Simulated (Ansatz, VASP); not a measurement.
InSb in VASP and in Ansatz

```
In Sb
1.0
     5.24764    0.00000    0.00000
     0.00000    5.59540    0.00000
     0.00000    0.00000    3.00047
In Sb
2 2
Direct
  0.00000 0.00000 0.00000
  0.50000 0.50000 0.00000
  0.50000 0.00000 0.83500
  0.00000 0.50000 0.16500
```

Change from the starting cell: volume scaled by 0.94, PAW files.

Alike in both runs: task electric field gradients; functional LDA; k mesh 6 × 6 × 11; occupations fermi-dirac, width 0.08 eV; no spin polarisation.

```csv
,VASP,Ansatz
version,VASP 6.6.1,Ansatz 0.2.0
potentials or method,"VASP PAW LDA potentials, release 64 (In_d, Sb)","PAW with Ansatz's default frozen-core files, scalar-relativistic"
plane-wave cutoff (eV),520,420
valence electrons in the cell,36,56
```

|  | VASP | Ansatz | Ansatz less VASP |
| --- | --- | --- | --- |
| pressure (GPa) | 19.6 | 19.2 | -0.42 |
| traceless stress, the component that is largest in VASP (GPa) | 13.87 | 13.85 | -0.027 |
| rms of the force components (eV/Å) | 0.345 | 0.342 | -0.0031 |
| size of Vzz on the site where it differs most (V/Å²) | 88.9 | 76.6 | -12.33 |

LDA's correlation is that of Perdew and Zunger in VASP and of Perdew and Wang (1992) in Ansatz. Atom by atom the forces differ by 0.003 eV/Å (rms over components). VASP's potentials hold 36 valence electrons a cell and Ansatz's 56, so a difference there can come from the potentials and not from the codes.

Neither program's run includes spin-orbit coupling.
